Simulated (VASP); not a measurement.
Here is a VASP 6.6.1 calculation.

File INCAR:

```
PREC = Accurate ; ENCUT = 600
EDIFF = 1E-7 ; ISMEAR = -1
SIGMA = 0.1 ; LREAL = False
LASPH = True ; NELM = 100
ALGO = Normal ; ISIF = 3
LWAVE = False ; LCHARG = False
GGA = PE ; IBRION = 2
NSW = 60 ; EDIFFG = -0.005
```

File KPOINTS:

```
Automatic mesh
0
Gamma
  10 10 5
```

File POSCAR:

```
CdS
1.0
    4.1242730115      0.0000000000      0.0000000000
   -2.0621365058      3.5717252001      0.0000000000
    0.0000000000      0.0000000000      6.7225650087
Cd S
2 2
Direct
    0.3333333333      0.6666666667      0.0000000000
    0.6666666667      0.3333333333      0.5000000000
    0.3333333333      0.6666666667      0.3760000000
    0.6666666667      0.3333333333      0.8760000000
```

Potentials or basis: VASP PAW PBE potentials, release 64 (Cd, S).

Launch:

```bash
$ cat potpaw_PBE.64/Cd/POTCAR potpaw_PBE.64/S/POTCAR > POTCAR
$ mpirun -np 1 vasp_std > vasp.out
```

Q: What does it give for the relaxed cell?

A: a = 4.201 Å, b = 4.201 Å, c = 6.846 Å, α = 90.00°, β = 90.00°, γ = 120.00°.

Q: What does it give for the space group after relaxing (to 0.1 Å)?

A: P6_3mc (No. 186).

Q: What does it give for the band gap on the k mesh?

A: 1.10 eV.

Q: Estimate the relaxed volume.

A: 26.16 Å³/atom.

Final structure:
```
Cd S
1.0
     4.20126    0.00000    0.00000
    -2.10063    3.63840    0.00000
     0.00000    0.00000    6.84563
Cd S
2 2
Direct
  0.33333 0.66667 0.99995
  0.66667 0.33333 0.49995
  0.33333 0.66667 0.37605
  0.66667 0.33333 0.87605
```
